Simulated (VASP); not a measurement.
**InAs: single point with LDA**

Crystal: InAs.

```
In As
1.0
     0.00000    2.81857    2.81857
     2.81857    0.00000    2.81857
     2.81857    2.81857    0.00000
In As
1 1
Cartesian
  2.8186 2.8186 2.8186
  0.0000 0.0000 0.0000
```

This cell differs from its parent crystal: volume scaled by 0.94.

```json
{
  "Program": "VASP 6.6.1",
  "Task": "single point",
  "Functional": "LDA",
  "Potentials or basis": "VASP PAW LDA potentials, release 64 (In_d, As)",
  "Cutoff": "520 eV",
  "k mesh": "8 × 8 × 8",
  "Occupations": "fermi-dirac, width 0.05 eV",
  "Spin": "no spin polarisation",
  "Dipole correction": "no",
  "Further INCAR settings": "ALGO = Normal; EDIFF = 1e-06; NBANDS = 16"
}
```

```yaml
Pressure: -1.1 GPa
Band_gap_on_the_k_mesh: zero (band 9 reaches 6.85 eV, above the bottom of band 10 at 4.04 eV)
```

Levels at points of the mesh, in eV from the Fermi level:
| k point | band 5 | band 6 | band 7 | band 8 | band 9 | band 10 | band 11 | band 12 | band 13 | band 14 |
| --- | --- | --- | --- | --- | --- | --- | --- | --- | --- | --- |
| (0.00, 0.00, 0.00) | -14.29 | -12.56 | -0.39 | -0.25 | -0.25 | -0.25 | 7.29 | 7.29 | 7.29 | 7.69 |
| (0.50, 0.00, 0.00) | -14.22 | -10.70 | -6.88 | 0.21 | 0.21 | 2.11 | 3.24 | 3.24 | 4.71 | 10.94 |
| (0.50, 0.50, 0.00) | -14.19 | -9.64 | -5.08 | -3.00 | -2.43 | -2.43 | 3.81 | 9.56 | 9.56 | 10.44 |

Run time: 26 s on 1 thread of AMD EPYC 7R13 (shared host), peak memory 0.16 GiB.

Caveat: spin-orbit coupling is left out, which moves the levels of the heavy elements.
